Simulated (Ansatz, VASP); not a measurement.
**One calculation of CdTe, two programs**

```xyz
2
Lattice="0.0000 3.2800 3.1488 3.2800 0.0000 3.1488 3.2800 3.2800 0.0000" Properties=species:S:1:pos:R:3 pbc="T T T"
Cd    0.0000    0.0000    0.0000
Te    1.6400    1.6400    1.5744
```

Change from the starting cell: uniaxial_z strain -4.0%.

Alike in both runs: task single point; functional r2SCAN; k mesh 6 × 6 × 6; no spin polarisation.

```csv
,VASP,Ansatz
version,VASP 6.6.1,Ansatz 0.2.0
potentials or method,"VASP PAW PBE potentials, release 64 (Cd, Te)","plane waves, PAW"
plane-wave cutoff (eV),520,500
occupations,"gaussian, width 0.01 eV",fixed
valence electrons in the cell,18,36
```

Ansatz gave:

* gap on the k mesh at the Fermi level (eV): 1.20
* pressure (GPa): 1.7
* traceless stress, the component that is largest in VASP (GPa): 0.38

Question: Estimate VASP's values.

Answer: gap on the k mesh at the Fermi level (eV): 1.20; pressure (GPa): 1.9; traceless stress, the component that is largest in VASP (GPa): 0.38.

VASP's potentials were made for PBE, not for r2SCAN. VASP's potentials hold 18 valence electrons a cell and Ansatz's 36, so a difference there can come from the potentials and not from the codes.

Spin-orbit coupling is off throughout.
